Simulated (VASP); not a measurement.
Crystal: Al.

```
CELL_PARAMETERS angstrom
2.81246 0.00000 0.00000
-1.40623 2.43566 0.00000
0.00000 0.00000 4.86685
ATOMIC_POSITIONS crystal
Al 0.33333 0.66667 0.25000
Al 0.66667 0.33333 0.75000
```

This isn't the form of Al at room conditions, which is fcc.

- Program: VASP 6.6.1
- Task: relaxation of cell and atoms
- Functional: PBE-based screened hybrid with 25 % exact exchange
- Potentials or basis: VASP PAW PBE potentials, release 64 (Al)
- Cutoff: 600 eV
- k mesh: 6 × 6 × 3
- Occupations: fermi-dirac, width 0.05 eV
- Spin: no spin polarisation

At the start: pressure 1.4 GPa; volume 16.67 Å³/atom.

Problem. How do energy, volume and symmetry change on relaxing?

Solution. Over 12 steps the energy falls by 46.0 meV/atom and the volume is 16.70 Å³/atom (+0.2 %); space group P6_3/mmc (No. 194, to 0.1 Å) before and after.

The path:
```
step  energy change (eV)  largest force (eV/Å)  pressure (GPa)  volume (Å³)
   1              0.0000                0.0000            1.41        33.34
   2             -0.0347                0.0000           -1.04        34.03
   3             -0.0607                0.0000           -2.57        34.43
   4             -0.0609                0.0000           -3.37        35.18
   5             -0.0765                0.0000           -3.14        34.78
   6             -0.0477                0.0000            1.44        33.17
   7             -0.0850                0.0000           -1.89        34.28
   8             -0.0915                0.0000            0.43        33.20
   9             -0.0919                0.0000           -0.05        33.40
  10             -0.0919                0.0000           -0.09        33.42
  11             -0.0919                0.0000            0.00        33.39
  12             -0.0919                0.0000           -0.03        33.40
```

Final structure:
```yaml
crystal:
  lattice:
    - [2.91475, 0.00000, 0.00000]
    - [-1.45737, 2.52425, 0.00000]
    - [0.00000, 0.00000, 4.53965]
  atoms:
    - { symbol: Al, position: [0.33333, 0.66667, 0.25000] }
    - { symbol: Al, position: [0.66667, 0.33333, 0.75000] }
```

Caveat: the k points lie up to 0.46 Å⁻¹ apart in the final cell, too coarse for converged energies and pressures of a metal; the PAW data sets were made with another functional, which shifts forces and pressure a little.
